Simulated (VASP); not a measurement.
Here is a VASP 6.6.1 calculation.

INCAR

```
PREC = Accurate
ENCUT = 520
EDIFF = 1E-6
ISMEAR = -1
SIGMA = 0.02
LREAL = F
LASPH = T
NELM = 60
ALGO = Normal
ISIF = 2
LWAVE = F
LCHARG = T
GGA = PE
LELF = T
LVHAR = T
NBANDS = 16
```

The input KPOINTS:

```
Automatic mesh
0
Gamma
  8 8 8
```

File POSCAR:

```
InP
1.0
    0.0000000000      2.9537876392      2.9537876392
    2.9537876392      0.0000000000      2.9537876392
    2.9537876392      2.9537876392      0.0000000000
In P
1 1
Direct
    0.0000000000      0.0000000000      0.0000000000
    0.2500000000      0.2500000000      0.2500000000
```

Potentials or basis: VASP PAW PBE potentials, release 64 (In_d, P).

Command:

```bash
$ cat potpaw_PBE.64/In_d/POTCAR potpaw_PBE.64/P/POTCAR > POTCAR
$ mpirun -np 1 vasp_std > vasp.out
```

**Question.** Estimate the pressure.

**Answer.** 1.6 GPa.

**Question.** Estimate the band gap on the k mesh.

**Answer.** 0.58 eV, direct.

Caveat: spin-orbit coupling is left out, which moves the levels of the heavy elements. As with any semilocal functional, this PBE gap is likely too small.
